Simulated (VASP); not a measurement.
# K (Im-3m) in VASP: notebook, part 2 of 2

VASP 6.6.1.

## 4. Single point, RPBE (volume scaled by 0.88)

INCAR reads:

```
PREC = Accurate
ENCUT = 520
EDIFF = 1E-6
ISMEAR = -1
SIGMA = 0.1
LREAL = False
LASPH = True
NELM = 60
ALGO = Normal
ISIF = 2
LWAVE = False
LCHARG = False
GGA = RP
NBANDS = 10
```

KPOINTS reads:

```
regular mesh
0
Gamma
  14 14 14
```

POSCAR reads:

```
K
1.0
   -2.6055680457      2.6055680457      2.6055680457
    2.6055680457     -2.6055680457      2.6055680457
    2.6055680457      2.6055680457     -2.6055680457
K
1
Direct
    0.0000000000      0.0000000000      0.0000000000
```

Potentials or basis: VASP PAW PBE potentials, release 64 (K_sv).

Launch:

```sh
$ cat potpaw_PBE.64/K_sv/POTCAR > POTCAR
$ mpirun -np 1 vasp_std > vasp.out
```

OUTCAR:

```text
PREC = Accurate
   ENCUT = 520
   EDIFF = 1E-6
   ISMEAR = -1
   LREAL = False
   LASPH = True
   NELM = 60
   ISIF = 2
   GGA = RP

 ion  position               nearest neighbor table
   1  0.000  0.000  0.000-

  LATTYP: Found a body centered cubic cell.
 ALAT       =     5.2111360914

  Lattice vectors:

 A1 = (  -2.6055680457,   2.6055680457,   2.6055680457)
 A2 = (   2.6055680457,  -2.6055680457,   2.6055680457)
 A3 = (   2.6055680457,   2.6055680457,  -2.6055680457)

Analysis of symmetry for initial positions (statically):
=====================================================================
 Subroutine PRICEL returns:
 Original cell was already a primitive cell.

 Routine SETGRP: Setting up the symmetry group for a
 body centered cubic supercell.

 Subroutine GETGRP returns: Found 48 space group operations
 (whereof 48 operations were pure point group operations)
 out of a pool of 48 trial point group operations.

The static configuration has the point symmetry O_h .

[... 162 lines left out ...]
 fundamental gap:      0.0454761427
 Fermi energy:         0.0967762932

 k-point     1 :       0.0000    0.0000    0.0000
  band No.  band energies     occupation
      1     -32.1271      2.00000
      2     -15.5317      2.00000
      3     -15.5317      2.00000
      4     -15.5317      2.00000
      5      -2.1072      2.00000
      6       4.4825      0.00000
      7       4.4825      0.00000
      8       4.4825      0.00000
      9       5.3914      0.00000
     10       5.3914      0.00000
[... 287 lines left out ...]
 k-point    24 :       0.3571    0.2857    0.0000
  band No.  band energies     occupation
      1     -32.1217      2.00000
      2     -15.5890      2.00000
      3     -15.5775      2.00000
      4     -15.5410      2.00000
      5       1.1514      0.00005
      6       1.2550      0.00002
      7       1.9671      0.00000
      8       4.8456      0.00000
      9       5.5212      0.00000
     10       5.6647      0.00000

 [... further k-points ...]

------------------------ aborting loop because EDIFF is reached ----------------------------------------

  FORCE on cell =-STRESS in cart. coord.  units (eV):
  Direction    XX          YY          ZZ          XY          YZ          ZX
  --------------------------------------------------------------------------------------
  -------------------------------------------------------------------------------------
  Total        0.2233766      0.2233766      0.2233766      0.0000000      0.0000000     -0.0000000
  in kB        5.0580256      5.0580256      5.0580256      0.0000000      0.0000000     -0.0000000
  external PRESSURE =       5.0580256 kB  Pullay stress =       0.0000000 kB

 VOLUME and BASIS-vectors are now :
 -----------------------------------------------------------------------------
  energy-cutoff  :      520.00
  volume of cell :       70.76
      direct lattice vectors                 reciprocal lattice vectors
    -2.605568046  2.605568046  2.605568046     0.000000000  0.191896735  0.191896735
     2.605568046 -2.605568046  2.605568046     0.191896735  0.000000000  0.191896735
     2.605568046  2.605568046 -2.605568046     0.191896735  0.191896735  0.000000000

 POSITION                                       TOTAL-FORCE (eV/Angst)
 -----------------------------------------------------------------------------------
      0.00000      0.00000      0.00000         0.000000     -0.000000      0.000000
 -----------------------------------------------------------------------------------
    total drift:                               -0.000000      0.000000      0.000000

  FREE ENERGIE OF THE ION-ELECTRON SYSTEM (eV)
  ---------------------------------------------------
  free  energy   TOTEN  =        -0.9379312731 eV

  energy  without entropy=       -0.9127363440  energy(sigma->0) =       -0.92533381
```

OSZICAR:

```text
N       E                     dE             d eps       ncg     rms          rms(c)
DAV:   1     0.442741823107E+02    0.44274E+02   -0.35168E+03  2080   0.683E+02
DAV:   2     0.549601770242E+00   -0.43725E+02   -0.43161E+02  2232   0.190E+02
DAV:   3    -0.891123959059E+00   -0.14407E+01   -0.14363E+01  3290   0.275E+01
DAV:   4    -0.932130592916E+00   -0.41007E-01   -0.40884E-01  2872   0.393E+00
DAV:   5    -0.932924423742E+00   -0.79383E-03   -0.79376E-03  3170   0.394E-01    0.179E+00
DAV:   6    -0.935658292237E+00   -0.27339E-02   -0.14479E-03  2692   0.269E-01    0.109E+00
DAV:   7    -0.937798003975E+00   -0.21397E-02   -0.30646E-03  2482   0.426E-01    0.510E-02
DAV:   8    -0.937917625463E+00   -0.11962E-03   -0.11438E-04  2976   0.127E-01    0.168E-02
DAV:   9    -0.937932253584E+00   -0.14628E-04   -0.14339E-05  2608   0.337E-02    0.695E-03
DAV:  10    -0.937931273134E+00    0.98045E-06   -0.16258E-06  3198   0.113E-02
   1 F= -.93793127E+00 E0= -.92533381E+00  d E =-.251949E-01
```

stdout:

```text
POSCAR found type information on POSCAR K
 POSCAR found :  1 types and       1 ions
 scaLAPACK will be used
 -----------------------------------------------------------------------------
|                                                                             |
|                                                                             |
|     You enforced a specific xc type in the INCAR file but a different       |
|     I HOPE YOU KNOW WHAT YOU ARE DOING!                                     |
|                                                                             |
 -----------------------------------------------------------------------------

 LDA part: xc-table for (Slater+PW92), standard interpolation
 POSCAR, INCAR and KPOINTS ok, starting setup
 FFT: planning ... GRIDC
 FFT: planning ... GRID_SOFT
 FFT: planning ... GRID
 WAVECAR not read
 entering main loop
```

Wall time 54 s (1 thread of Intel Xeon 8259CL, shared host); peak memory 0.23 GiB.

What came out:

- Free energy: -0.9379 eV
- Pressure: 0.5 GPa

Levels at points of the mesh, in eV from the Fermi level:
```tsv
k point	band 1	band 2	band 3	band 4	band 5	band 6	band 7	band 8	band 9
(0.00, 0.00, 0.00)	-32.22	-15.63	-15.63	-15.63	-2.20	4.39	4.39	4.39	5.29
(0.50, 0.00, 0.00)	-32.22	-15.70	-15.65	-15.63	0.47	0.68	3.21	5.01	5.85
(0.50, 0.50, 0.50)	-32.22	-15.68	-15.68	-15.68	1.64	1.64	3.60	3.60	3.60
```

Caveat: the PAW data sets were made with another functional, which shifts forces and pressure a little.

## 5. Single point, RPBE (volume scaled by 0.92)

INCAR reads:

```
SYSTEM = K
ALGO = Normal
EDIFF = 1E-6
ENCUT = 520
GGA = RP
ISIF = 2
ISMEAR = -1
LASPH = .True.
LCHARG = .True.
LELF = .True.
LREAL = .False.
LVHAR = .True.
LWAVE = .False.
NBANDS = 10
NELM = 80
PREC = Accurate
SIGMA = 0.1
```

KPOINTS reads:

```
k-points
0
Gamma
  14 14 14
  0 0 0
```

POSCAR reads:

```
K
1.0
   -2.6444628552      2.6444628552      2.6444628552
    2.6444628552     -2.6444628552      2.6444628552
    2.6444628552      2.6444628552     -2.6444628552
K
1
Direct
    0.0000000000      0.0000000000      0.0000000000
```

Launch:

```sh
$ cat potpaw_PBE.64/K_sv/POTCAR > POTCAR
$ mpirun -np 1 vasp_std > vasp.out
```

It took 54 s on 1 thread of Intel Xeon 8259CL, shared host; peak memory 0.24 GiB.

The run converged. Its results:

```
Free energy : -0.9463 eV
Pressure    : 0.3 GPa
```

Levels at points of the mesh, in eV from the Fermi level:
```
           k point  band 2  band 3  band 4  band 5  band 6  band 7
(0.00, 0.00, 0.00)  -15.66  -15.66  -15.66   -2.14    4.34    4.34
(0.50, 0.00, 0.00)  -15.72  -15.68  -15.66    0.47    0.66    3.19
(0.50, 0.50, 0.50)  -15.70  -15.70  -15.70    1.66    1.66    3.47
```

Caveat: the PAW data sets were made with another functional, which shifts forces and pressure a little.

## 6. Overview

```csv
task,cell,k mesh,cutoff (eV),gap on the mesh (eV),pressure (GPa)
single point,"a = 4.709 Å, angles 109.5°, 1 atom",9 × 9 × 9,520,none,0.0
relaxation of cell and atoms,"relaxed from a = 4.525 Å, angles 109.5°, 1 atom",9 × 9 × 9,600,none,0.0
single point,"a = 4.513 Å, angles 109.5°, 1 atom",14 × 14 × 14,520,none,0.5
single point,"a = 4.580 Å, angles 109.5°, 1 atom",14 × 14 × 14,520,none,0.3
```

Alike in all rows: level RPBE; potentials or basis VASP PAW PBE potentials, release 64 (K_sv); no spin polarisation; smearing fermi-dirac 0.1 eV.

Caveats: the PAW data sets were made with another functional, which shifts forces and pressure a little.

Total energies depend on the potentials used, so only differences within one code and one set of settings carry meaning.
